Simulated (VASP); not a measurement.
# N (P6_3/mmc) in VASP: single point with PBEsol

Aim: the single point of N with PBEsol.

All numbers are computed with VASP 6.6.1; they aren't measurements. Logs are shortened: lines on timing, memory, paths and dates and some standing lists are left out, and cuts for length are marked.

**1. The cell of the first run**

Symmetry: P6_3/mmc, No. 194, hexagonal system. Conventional cell: a = 2.519 Å, b = 2.519 Å, c = 2.446 Å, α = 90.00°, β = 90.00°, γ = 120.00°. Within 2.5 Å of N (site symmetry -6m2) lie 8 N at 1.90 to 2.45 Å.

**2. Single point, PBEsol**

Input file INCAR:

```
SYSTEM = N
  PREC = Accurate
  ENCUT = 600
  EDIFF = 1E-6
  ISMEAR = -1
  SIGMA = 0.1
  LREAL = .FALSE.
  LASPH = .TRUE.
  NELM = 120
  ALGO = Normal
  ISIF = 2
  LWAVE = .FALSE.
  LCHARG = .FALSE.
  GGA = PS
  NBANDS = 12
  GGA_COMPAT = .FALSE.
```

Input file KPOINTS:

```
Automatic mesh
0
G
  4 4 4
  0 0 0
```

Input file POSCAR:

```
N
1.0
    2.5194737900      0.0000000000      0.0000000000
   -1.2597368900      2.1819283100      0.0000000000
    0.0000000000      0.0000000000      2.4460020000
N
2
Direct
    0.6666666700      0.3333333300      0.2500000000
    0.3333333300      0.6666666700      0.7500000000
```

Potentials or basis: VASP PAW PBE potentials, release 64 (N).

Run with:

```
$ cat potpaw_PBE.64/N/POTCAR > POTCAR
$ mpirun -np 1 vasp_std > vasp.out
```

OUTCAR:

```text
SYSTEM = N
   PREC = Accurate
   ENCUT = 600
   EDIFF = 1E-6
   ISMEAR = -1
   LREAL = .FALSE.
   LASPH = .TRUE.
   NELM = 120
   ISIF = 2
   GGA = PS

 ion  position               nearest neighbor table
   1  0.667  0.333  0.250-
   2  0.333  0.667  0.750-

  LATTYP: Found a hexagonal cell.
 ALAT       =     2.5194737900
 C/A-ratio  =     0.9708384385

  Lattice vectors:

 A1 = (   2.5194737900,   0.0000000000,   0.0000000000)
 A2 = (  -1.2597368900,   2.1819283100,   0.0000000000)
 A3 = (   0.0000000000,   0.0000000000,   2.4460020000)

Analysis of symmetry for initial positions (statically):
=====================================================================
 Subroutine PRICEL returns:
 Original cell was already a primitive cell.

 Routine SETGRP: Setting up the symmetry group for a
 hexagonal supercell.

 Subroutine GETGRP returns: Found 24 space group operations
 (whereof 12 operations were pure point group operations)
 out of a pool of 24 trial point group operations.

The static configuration has the point symmetry D_3d.
 The point group associated with its full space group is D_6h.

Analysis of symmetry for dynamics (positions and initial velocities):
=====================================================================
 Subroutine PRICEL returns:
 Original cell was already a primitive cell.

 Routine SETGRP: Setting up the symmetry group for a
 hexagonal supercell.

 Subroutine GETGRP returns: Found 24 space group operations
 (whereof 12 operations were pure point group operations)
 out of a pool of 24 trial point group operations.

The dynamic configuration has the point symmetry D_3d.
 The point group associated with its full space group is D_6h.

 Subroutine INISYM returns: Found 24 space group operations
 (whereof 12 operations are pure point group operations),
 and found     1 'primitive' translations

----------------------------------------------------------------------------------------

                                     Primitive cell

  volume of cell :      13.4464

  direct lattice vectors                    reciprocal lattice vectors
     2.519473790  0.000000000  0.000000000     0.396908277  0.229155099  0.000000000
    -1.259736890  2.181928310  0.000000000     0.000000000  0.458310200  0.000000000
     0.000000000  0.000000000  2.446002000     0.000000000  0.000000000  0.408830410

  length of vectors
     2.519473790  2.519473791  2.446002000     0.458310200  0.458310200  0.408830410

  position of ions in fractional coordinates (direct lattice)
     0.666666670  0.333333330  0.250000000
     0.333333330  0.666666670  0.750000000

  ion indices of the primitive-cell ions
   primitive index   ion index
                 1           1
                 2           2

----------------------------------------------------------------------------------------

 KPOINTS: Automatic mesh

Automatic generation of k-mesh.
 Grid dimensions read from file:
 generate k-points for:    4    4    4

 Generating k-lattice:

  Cartesian coordinates                     Fractional coordinates (reciprocal lattice)
     0.099227069  0.057288775  0.000000000     0.250000000 -0.000000000  0.000000000
     0.000000000  0.114577550  0.000000000     0.000000000  0.250000000  0.000000000
     0.000000000  0.000000000  0.102207602     0.000000000  0.000000000  0.250000000

  Length of vectors
     0.114577550  0.114577550  0.102207602

  Shift w.r.t. Gamma in fractional coordinates (k-lattice)
     0.000000000  0.000000000  0.000000000

 Subroutine IBZKPT returns following result:
 ===========================================

 Found     12 irreducible k-points:

 Following reciprocal coordinates:
            Coordinates               Weight
  0.000000  0.000000  0.000000      1.000000
  0.250000  0.000000  0.000000      6.000000
  0.500000  0.000000  0.000000      3.000000
  0.250000  0.250000  0.000000      6.000000
  0.000000  0.000000  0.250000      2.000000
  0.250000  0.000000  0.250000     12.000000
  0.500000  0.000000  0.250000      6.000000
  0.250000  0.250000  0.250000     12.000000
  0.000000  0.000000  0.500000      1.000000
  0.250000  0.000000  0.500000      6.000000
  0.500000  0.000000  0.500000      3.000000
  0.250000  0.250000  0.500000      6.000000
   k-points           NKPTS =     12   k-points in BZ     NKDIM =     12   number of bands    NBANDS=     12
   number of dos      NEDOS =    301   number of ions     NIONS =      2
   total plane-waves  NPLWV =   8000
   dimension x,y,z NGX =    20 NGY =   20 NGZ =   20
   dimension x,y,z NGXF=    40 NGYF=   40 NGZF=   40
   ions per type =               2
   NGX,Y,Z   is equivalent  to a cutoff of  13.20, 13.20, 13.59 a.u.
   NGXF,Y,Z  is equivalent  to a cutoff of  26.39, 26.39, 27.19 a.u.
 SYSTEM =  N
   PREC   = accura    normal or accurate (medium, high low for compatibility)
   ISTART =      0    job   : 0-new  1-cont  2-samecut
   ICHARG =      2    charge: 1-file 2-atom 10-const
   ISPIN  =      1    spin polarized calculation?
   LNONCOLLINEAR =      F non collinear calculations
   LSORBIT =      F    spin-orbit coupling
   LASPH  =      T    aspherical Exc in radial PAW
   ENCUT  =  600.0 eV  44.10 Ry    6.64 a.u.   5.03  5.03  4.89*2*pi/ulx,y,z
   NELM   =    120;   NELMIN=  2; NELMDL= -5     # of ELM steps
   EDIFF  = 0.1E-05   stopping-criterion for ELM
   LREAL  =      F    real-space projection
   EDIFFG = 0.1E-04   stopping-criterion for IOM
   NSW    =      0    number of steps for IOM
   IBRION =     -1    ionic relax: 0-MD 1-quasi-New 2-CG
   NFREE  =      0    steps in history (QN), initial steepest desc. (CG)
   ISIF   =      2    stress and relaxation
   ISYM   =      2    0-nonsym 1-usesym 2-fastsym
   POTIM  = 0.5000    time-step for ionic-motion
   TEBEG  =    0.0;   TEEND  =   0.0 temperature during run
   PSTRESS=    0.0 pullay stress
   NELECT =      10.0000    total number of electrons
   NUPDOWN=      -1.0000    fix difference up-down
   EMIN   =  10.00;   EMAX   =-10.00  energy-range for DOS
   EFERMI =   0.00;   METHOD = LEGACY
   ISMEAR =    -1;   SIGMA  =   0.10  broadening in eV -4-tet -1-fermi 0-gaus
   EFERMI_NEDOS =   21; number of points for ismear=-14 and -15
   IALGO  =     38    algorithm
   IMIX   =      4    mixing-type and parameters
     AMIX     =   0.40;   BMIX     =  1.00
     AMIX_MAG =   1.60;   BMIX_MAG =  1.00
  volume/ion in A,a.u.               =       6.72        45.37
  Fermi-wavevector in a.u.,A,eV,Ry     =   1.483221  2.802881 29.932052  2.199944
  Thomas-Fermi vector in A             =   2.596909
   LORBIT       =      0    0 simple, 1 ext, 2 COOP (PROOUT), +10 PAW based schemes
   GGA     = PS    functional components
   LHFCALC =     F    Hartree Fock is set to
   AEXX    =    0.0000 exact exchange contribution
   IVDW    =     0    specifies the selected vdW correction
   LEPSILON=     F    determine dielectric tensor
   LRPA    =     F    only Hartree local field effects (RPA)
 non-spin polarized calculation
  energy-cutoff  :      600.00
  volume of cell :       13.45
 maximum number of plane-waves:       460
 NGX is ok and might be reduce to    20
   NGX =  9   NGY =  9   NGZ =  9

 number of electron      10.0000000 magnetization

 Free energy of the ion-electron system (eV)
  ---------------------------------------------------
  ext. energy  EPLUGINS =         0.00000000
  ---------------------------------------------------
  free energy    TOTEN  =       -10.50316566 eV

  energy without entropy =      -10.46791317  energy(sigma->0) =      -10.48553941

 E-fermi :   6.8763     XC(G=0): -13.2652

 val. band max:        6.8680904200   @ k =   0.2500   0.0000   0.5000
 cond. band min:       7.2047026171   @ k =   0.2500   0.2500   0.0000
 fundamental gap:      0.3366121971
 Fermi energy:         6.8763343498

 k-point     1 :       0.0000    0.0000    0.0000
  band No.  band energies     occupation
      1     -15.0828      2.00000
      2       1.4099      2.00000
      3       2.1950      2.00000
      4       4.6513      2.00000
      5       4.6513      2.00000
      6       9.8362      0.00000
      7       9.8362      0.00000
      8      13.1964      0.00000
      9      21.3191      0.00000
     10      24.7970      0.00000
     11      32.1848      0.00000
     12      32.1848      0.00000

 k-point     2 :       0.2500    0.0000    0.0000
  band No.  band energies     occupation
      1     -13.5955      2.00000
      2      -2.4935      2.00000
      3       3.0635      2.00000
      4       3.3813      2.00000
      5       4.8396      2.00000
      6       9.5327      0.00000
      7      11.2990      0.00000
      8      11.4137      0.00000
      9      22.4527      0.00000
     10      25.4593      0.00000
     11      34.4930      0.00000
     12      34.8293      0.00000

 k-point     3 :       0.5000    0.0000    0.0000
  band No.  band energies     occupation
      1     -10.4264      2.00000
      2      -7.4928      2.00000
      3       1.9857      2.00000
      4       4.7707      2.00000
      5       5.5055      2.00000
      6       8.7350      0.00000
      7       9.7448      0.00000
      8      12.1315      0.00000
      9      20.3924      0.00000
     10      30.8737      0.00000
     11      32.9216      0.00000
     12      34.4358      0.00000
[... 106 lines left out ...]
 k-point    11 :       0.5000    0.0000    0.5000
  band No.  band energies     occupation
      1      -6.2577      2.00000
      2      -6.2577      2.00000
      3      -1.6666      2.00000
      4      -1.6666      2.00000
      5       6.2236      1.99708
      6       6.2236      1.99708
      7      11.0250      0.00000
      8      11.0250      0.00000
      9      26.0951      0.00000
     10      26.0951      0.00000
     11      38.3394      0.00000
     12      38.3394      0.00000

 k-point    12 :       0.2500    0.2500    0.5000
  band No.  band energies     occupation
      1      -6.4816      2.00000
      2      -6.4816      2.00000
      3      -0.5758      2.00000
      4      -0.5758      2.00000
      5       4.1026      2.00000
      6       4.1026      2.00000
      7      12.5455      0.00000
      8      12.5455      0.00000
      9      26.7313      0.00000
     10      26.7313      0.00000
     11      36.5078      0.00000
     12      36.5078      0.00000

------------------------ aborting loop because EDIFF is reached ----------------------------------------

  FORCE on cell =-STRESS in cart. coord.  units (eV):
  Direction    XX          YY          ZZ          XY          YZ          ZX
  --------------------------------------------------------------------------------------
  -------------------------------------------------------------------------------------
  Total        0.4856347      0.4856347     -1.2718382      0.0000000      0.0000000      0.0000000
  in kB       57.8646315     57.8646317   -151.5428019      0.0000001      0.0000000      0.0000000
  external PRESSURE =     -11.9378462 kB  Pullay stress =       0.0000000 kB

 VOLUME and BASIS-vectors are now :
 -----------------------------------------------------------------------------
  energy-cutoff  :      600.00
  volume of cell :       13.45
      direct lattice vectors                 reciprocal lattice vectors
     2.519473790  0.000000000  0.000000000     0.396908277  0.229155099  0.000000000
    -1.259736890  2.181928310  0.000000000     0.000000000  0.458310200  0.000000000
     0.000000000  0.000000000  2.446002000     0.000000000  0.000000000  0.408830410

 POSITION                                       TOTAL-FORCE (eV/Angst)
 -----------------------------------------------------------------------------------
      1.25974      0.72731      0.61150         0.000000     -0.000000      0.000000
     -0.00000      1.45462      1.83450        -0.000000      0.000000      0.000000
 -----------------------------------------------------------------------------------
    total drift:                               -0.000002      0.000001      0.000000

  FREE ENERGIE OF THE ION-ELECTRON SYSTEM (eV)
  ---------------------------------------------------
  free  energy   TOTEN  =       -10.5031656582 eV

  energy  without entropy=      -10.4679131651  energy(sigma->0) =      -10.48553941
```

It took 3.1 s on 1 thread of Intel Xeon Platinum 8559C (Emerald Rapids), shared host; peak memory 0.11 GiB.

Results:

| Item | Value |
| --- | --- |
| Free energy | -10.5032 eV |
| Pressure | -1.2 GPa |
| Band gap on the k mesh | zero (band 5 reaches 7.60 eV, above the bottom of band 6 at 4.10 eV) |

Levels at points of the mesh, in eV from the Fermi level:
| k point | band 2 | band 3 | band 4 | band 5 | band 6 | band 7 | band 8 | band 9 |
| --- | --- | --- | --- | --- | --- | --- | --- | --- |
| (0.00, 0.00, 0.00) | -5.47 | -4.68 | -2.23 | -2.23 | 2.96 | 2.96 | 6.32 | 14.44 |
| (0.50, 0.00, 0.00) | -14.37 | -4.89 | -2.11 | -1.37 | 1.86 | 2.87 | 5.26 | 13.52 |
| (0.00, 0.00, 0.50) | -17.00 | 0.73 | 0.73 | 0.73 | 0.73 | 2.25 | 2.25 | 21.56 |
| (0.50, 0.00, 0.50) | -13.13 | -8.54 | -8.54 | -0.65 | -0.65 | 4.15 | 4.15 | 19.22 |

Caveat: the k points lie up to 0.72 Å⁻¹ apart; the PAW data sets were made with another functional, which shifts forces and pressure a little.
